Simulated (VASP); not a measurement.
# TiO2 (I4_1/amd) in VASP: vibrations by perturbation theory with LDA

Aim: the vibrations by perturbation theory of TiO2 with LDA.

All numbers are computed with VASP 6.6.1; they aren't measurements. Logs are shortened: lines on timing, memory, paths and dates and some standing lists are left out, and cuts for length are marked.

## 1. The cell of the first run

It takes space group I4_1/amd (No. 141, tetragonal). Conventional cell: a = 3.784 Å, b = 3.784 Å, c = 9.515 Å, α = 90.00°, β = 90.00°, γ = 90.00°. Within 2.6 Å of Ti (site symmetry -4m2) lie 6 O at 1.94 to 1.97 Å. O (site symmetry 2mm) has 3 Ti at 1.94 to 1.97 Å and 2 O at 2.46 Å within 2.6 Å.

## 2. Vibrations by perturbation theory, LDA

Contents of INCAR:

```
  PREC = Accurate
  ENCUT = 520
  EDIFF = 1E-8
  ISMEAR = 0
  SIGMA = 0.01
  LREAL = F
  LASPH = T
  NELM = 100
  ALGO = Normal
  ISIF = 2
  LWAVE = F
  LCHARG = F
  IBRION = 8
  NSW = 1
  LEPSILON = T
```

Contents of KPOINTS:

```
Automatic mesh
0
Gamma
  5 5 5
```

Contents of POSCAR:

```
TiO2
1.0
   -1.8921000000      1.8921000000      4.7573000000
    1.8921000000     -1.8921000000      4.7573000000
    1.8921000000      1.8921000000     -4.7573000000
Ti O
2 4
Direct
    0.0000000000      0.0000000000      0.0000000000
    0.7500000000      0.2500000000      0.5000000000
    0.2072289802      0.2072289802      0.0000000000
    0.9572289802      0.4572289802      0.5000000000
    0.5427710198      0.0427710198      0.5000000000
    0.7927710198      0.7927710198      0.0000000000
```

Potentials or basis: VASP PAW LDA potentials, release 64 (Ti_sv, O).

Command:

```sh
cat potpaw_LDA.64/Ti_sv/POTCAR potpaw_LDA.64/O/POTCAR > POTCAR
mpirun -np 1 vasp_std > vasp.out
```

OUTCAR:

```text
PREC = Accurate
   ENCUT = 520
   EDIFF = 1E-8
   ISMEAR = 0
   LREAL = F
   LASPH = T
   NELM = 100
   ISIF = 2
   IBRION = 8
   NSW = 1
   LEPSILON = T

 ion  position               nearest neighbor table
   1  0.000  0.000  0.000-   5 1.94   4 1.94   5 1.94   4 1.94   3 1.97   6 1.97
   2  0.750  0.250  0.500-   6 1.94   3 1.94   6 1.94   3 1.94   4 1.97   5 1.97
   3  0.207  0.207  0.000-   2 1.94   2 1.94   1 1.97
   4  0.957  0.457  0.500-   1 1.94   1 1.94   2 1.97
   5  0.543  0.043  0.500-   1 1.94   1 1.94   2 1.97
   6  0.793  0.793  0.000-   2 1.94   2 1.94   1 1.97

  LATTYP: Found a body centered tetragonal cell.
 ALAT       =     3.7842000000
 C/A-ratio  =     2.5142962846

  Lattice vectors:

 A1 = (  -1.8921000000,   1.8921000000,   4.7573000000)
 A2 = (   1.8921000000,  -1.8921000000,   4.7573000000)
 A3 = (   1.8921000000,   1.8921000000,  -4.7573000000)

Analysis of symmetry for initial positions (statically):
=====================================================================
 Subroutine PRICEL returns:
 Original cell was already a primitive cell.

 Routine SETGRP: Setting up the symmetry group for a
 body centered tetragonal supercell.

 Subroutine GETGRP returns: Found 16 space group operations
 (whereof  8 operations were pure point group operations)
 out of a pool of 16 trial point group operations.

The static configuration has the point symmetry D_2d.
 The point group associated with its full space group is D_4h.

Analysis of symmetry for dynamics (positions and initial velocities):
=====================================================================
 Subroutine PRICEL returns:
 Original cell was already a primitive cell.

 Routine SETGRP: Setting up the symmetry group for a
 body centered tetragonal supercell.

 Subroutine GETGRP returns: Found 16 space group operations
 (whereof  8 operations were pure point group operations)
 out of a pool of 16 trial point group operations.

The dynamic configuration has the point symmetry D_2d.
 The point group associated with its full space group is D_4h.

 Subroutine INISYM returns: Found 16 space group operations
 (whereof  8 operations are pure point group operations),
 and found     1 'primitive' translations

----------------------------------------------------------------------------------------

                                     Primitive cell

  volume of cell :      68.1253

[... 804 lines left out ...]
  x     0.00000     0.00000     0.00000     0.00000     0.00000     0.00000
  y    -0.00000    -0.00000    -0.00000     0.00000     0.00000     0.00000
  z     0.00000     0.00000     0.00000     0.00000     0.00000     0.00000

 PIEZOELECTRIC TENSOR (including local field effects)  for field in x, y, z        (C/m^2)
          XX          YY          ZZ          XY          YZ          ZX
  --------------------------------------------------------------------------------
  x     0.00000     0.00000     0.00000     0.00000     0.00000     0.00000
  y    -0.00000    -0.00000    -0.00000     0.00000     0.00000     0.00000
  z     0.00000     0.00000     0.00000     0.00000     0.00000     0.00000

 BORN EFFECTIVE CHARGES (including local field effects) (in |e|, cummulative output)
 ---------------------------------------------------------------------------------
 ion    1
    1     6.55508    -0.00000     0.00000
    2     0.00000     6.55508     0.00000
    3     0.00000     0.00000     5.82701
 ion    2
    1     6.55508    -0.00000     0.00000
    2     0.00000     6.55508     0.00000
    3     0.00000     0.00000     5.82701
 ion    3
    1    -1.12828    -0.00000     0.00000
    2    -0.00000    -5.42680     0.00000
    3     0.00000    -0.00000    -2.91351
 ion    4
    1    -5.42680    -0.00000    -0.00000
    2    -0.00000    -1.12828    -0.00000
    3     0.00000    -0.00000    -2.91351
 ion    5
    1    -1.12828    -0.00000     0.00000
    2    -0.00000    -5.42680     0.00000
    3     0.00000    -0.00000    -2.91351
 ion    6
    1    -5.42680    -0.00000     0.00000
    2    -0.00000    -1.12828     0.00000
    3     0.00000    -0.00000    -2.91351

 INTERNAL STRAIN TENSOR FOR ION    6 for displacements in x,y,z  (eV/Angst):
          X           Y           Z          XY          YZ          ZX
  --------------------------------------------------------------------------------
  x     0.00000     0.00000     0.00000     0.00000     0.00000     8.85063
  y     0.00000     0.00000     0.00000     0.00000    -1.21159     0.00000
  z     0.13397    -0.34214    19.08825     0.00000     0.00000     0.00000

 SECOND DERIVATIVES (NOT SYMMETRIZED)
 ------------------------------------
               1X          1Y          1Z          2X          2Y          2Z          3X          3Y          3Z          4X          4Y          4Z          5X          5Y          5Z          6X          6Y          6Z
  1X    -3.734950    0.000000    0.000000   -0.356115    0.000000    0.000000    0.584979    0.000000    0.000000    2.348235   -0.000000    0.000000    0.468605    0.000000    0.000000    0.689246    0.000000    0.000000
  1Y     0.000000   -3.734950    0.000000   -0.000000   -0.356115    0.000000   -0.000000    0.689246    0.000000   -0.000000    0.468605    0.000000    0.000000    2.348235    0.000000   -0.000000    0.584979    0.000000
  1Z     0.000000    0.000000  -17.117697    0.000000    0.000000    8.727055    0.000000    0.000000    2.018169    0.000000    0.000000    2.177152    0.000000    0.000000    2.177152   -0.000000    0.000000    2.018169
  2X    -0.356115    0.000000    0.000000   -3.734950    0.000000    0.000000    0.468605    0.000000    0.000000    0.689246    0.000000    0.000000    0.584979    0.000000    0.000000    2.348235   -0.000000    0.000000
  2Y    -0.000000   -0.356115    0.000000    0.000000   -3.734950    0.000000    0.000000    2.348235    0.000000   -0.000000    0.584979    0.000000   -0.000000    0.689246    0.000000   -0.000000    0.468605    0.000000
  2Z     0.000000    0.000000    8.727055    0.000000    0.000000  -17.117697    0.000000    0.000000    2.177152   -0.000000    0.000000    2.018169    0.000000    0.000000    2.018169    0.000000    0.000000    2.177152
  3X     0.551162    0.000000    0.000000    0.402682   -0.000000    0.000000   -3.393907    0.000000    0.000000    0.606098    0.000000    0.000000   -1.334884   -0.000000    0.000000    3.168849    0.000000    0.000000
  3Y     0.000000    0.659633    0.000000    0.000000    2.362813    0.000000   -0.000000  -14.230182    0.000000   -0.000000    0.608248    0.000000    0.000000    7.433218    0.000000    0.000000    3.166271    0.000000
  3Z     0.000000    0.000000    2.055916    0.000000    0.000000    2.128656    0.000000    0.000000  -12.972423    0.000000    0.000000    2.891450    0.000000    0.000000    2.172840    0.000000    0.000000    3.723561
  4X     2.362813   -0.000000    0.000000    0.659633   -0.000000    0.000000    0.608248    0.000000    0.000000  -14.230182    0.000000    0.000000    3.166271   -0.000000    0.000000    7.433218   -0.000000    0.000000
  4Y     0.000000    0.402682    0.000000   -0.000000    0.551162    0.000000   -0.000000    0.606098    0.000000   -0.000000   -3.393907    0.000000   -0.000000    3.168849    0.000000    0.000000   -1.334884    0.000000
  4Z    -0.000000   -0.000000    2.128656    0.000000    0.000000    2.055916    0.000000    0.000000    2.891450    0.000000    0.000000  -12.972423    0.000000    0.000000    3.723561   -0.000000    0.000000    2.172840
  5X     0.402682   -0.000000    0.000000    0.551162    0.000000    0.000000   -1.334884   -0.000000    0.000000    3.168849    0.000000    0.000000   -3.393907    0.000000    0.000000    0.606098    0.000000    0.000000
  5Y     0.000000    2.362813    0.000000    0.000000    0.659633    0.000000    0.000000    7.433218    0.000000    0.000000    3.166271    0.000000   -0.000000  -14.230182    0.000000   -0.000000    0.608248    0.000000
  5Z     0.000000    0.000000    2.128656    0.000000    0.000000    2.055916    0.000000    0.000000    2.172840    0.000000    0.000000    3.723561    0.000000    0.000000  -12.972423    0.000000    0.000000    2.891450
  6X     0.659633   -0.000000    0.000000    2.362813   -0.000000    0.000000    3.166271   -0.000000    0.000000    7.433218   -0.000000    0.000000    0.608248    0.000000    0.000000  -14.230182    0.000000    0.000000
  6Y    -0.000000    0.551162    0.000000    0.000000    0.402682    0.000000   -0.000000    3.168849    0.000000    0.000000   -1.334884    0.000000   -0.000000    0.606098    0.000000   -0.000000   -3.393907    0.000000
  6Z     0.000000    0.000000    2.055916   -0.000000   -0.000000    2.128656    0.000000    0.000000    3.723561   -0.000000    0.000000    2.172840    0.000000    0.000000    2.891450    0.000000    0.000000  -12.972423

 Eigenvectors and eigenvalues of the dynamical matrix
 ----------------------------------------------------

   1 f  =   18.347336 THz   115.279714 2PiTHz  612.001262 cm-1    75.878452 meV
             X         Y         Z           dx          dy          dz
      0.000000  0.000000  0.000000    -0.025599   -0.020654   -0.000000
      0.000000  1.892100  2.378650     0.025599    0.020654    0.000000
      0.000000  0.000000  1.971701     0.069976   -0.439926   -0.000000
     -0.000000  1.892100  4.350351     0.545252   -0.056458   -0.000000
      0.000000  1.892100  0.406949    -0.069976    0.439926    0.000000
      0.000000  0.000000  7.542899    -0.545252    0.056458    0.000000
[... 145 lines left out ...]
  18 f/i=    0.058009 THz     0.364480 2PiTHz    1.934965 cm-1     0.239905 meV
             X         Y         Z           dx          dy          dz
      0.000000  0.000000  0.000000    -0.507175   -0.196357   -0.000000
      0.000000  1.892100  2.378650    -0.507175   -0.196357   -0.000000
      0.000000  0.000000  1.971701    -0.299154   -0.114918   -0.000000
     -0.000000  1.892100  4.350351    -0.296823   -0.115820   -0.000000
      0.000000  1.892100  0.406949    -0.299154   -0.114918   -0.000000
      0.000000  0.000000  7.542899    -0.296823   -0.115820   -0.000000

--------------------------------------------------------------------------------------------------------

 MACROSCOPIC STATIC DIELECTRIC TENSOR IONIC CONTRIBUTION
 ------------------------------------------------------
          56.611511    -0.000000    -0.000000
          -0.000000    56.611511    -0.000000
          -0.000000    -0.000000    21.515644
 ------------------------------------------------------

 ELASTIC MODULI CONTR FROM IONIC RELAXATION (kBar)
 Direction    XX          YY          ZZ          XY          YZ          ZX
 --------------------------------------------------------------------------------
 XX       -1050.2793   1050.1517     11.6977      0.0000     -0.0000      0.0000
 YY        1050.1517  -1050.2793     11.6977      0.0000      0.0000     -0.0000
 ZZ          11.6977     11.6977  -2145.3029      0.0000     -0.0000     -0.0000
 XY           0.0000      0.0000      0.0000      0.0000      0.0000      0.0000
 YZ          -0.0000      0.0000     -0.0000      0.0000   -491.1428     -0.0000
 ZX           0.0000     -0.0000     -0.0000      0.0000     -0.0000   -712.2667
 --------------------------------------------------------------------------------

 PIEZOELECTRIC TENSOR IONIC CONTR  for field in x, y, z        (C/m^2)
          XX          YY          ZZ          XY          YZ          ZX
  --------------------------------------------------------------------------------
  x    -0.00000     0.00000     0.00000     0.00000    -0.00000     0.00000
  y    -0.00000     0.00000    -0.00000     0.00000    -0.00000    -0.00000
  z    -0.00000     0.00000     0.00000     0.00000    -0.00000    -0.00000
```

Wall time 37 min (1 thread of Intel Xeon Platinum 8488C (Sapphire Rapids), shared host); peak memory 0.51 GiB.

What came out:

* Electronic dielectric tensor (diagonal): 7.03, 7.03, 6.42
* Born charges (mean of the diagonal): Ti +6.31; O -3.16 e
* Highest phonon frequency at Γ, LO-TO splitting left out: 612 cm⁻¹

Phonon frequencies in cm⁻¹ (negative: imaginary):
```tsv
q point	frequencies
(0.000, 0.000, 0.000)	-2 -2 0 135 135 172 172 229 229 345 383 408 408 493 521 544 612 612
```

Electronic dielectric tensor:
```
7.03 0.00 0.00
0.00 7.03 0.00
0.00 0.00 6.42
```

Born effective charge tensors (e):
atom 1, Ti
```
6.56 0.00 0.00
0.00 6.56 0.00
0.00 0.00 5.83
```
atom 2, Ti
```
6.56 0.00 0.00
0.00 6.56 0.00
0.00 0.00 5.83
```
atom 3, O
```
-1.13  0.00  0.00
 0.00 -5.43  0.00
 0.00  0.00 -2.91
```
atom 4, O
```
-5.43  0.00  0.00
 0.00 -1.13  0.00
 0.00  0.00 -2.91
```
atom 5, O
```
-1.13  0.00  0.00
 0.00 -5.43  0.00
 0.00  0.00 -2.91
```
atom 6, O
```
-5.43  0.00  0.00
 0.00 -1.13  0.00
 0.00  0.00 -2.91
```

Caveat: the cell stands under pressure or tension, which shifts response properties.
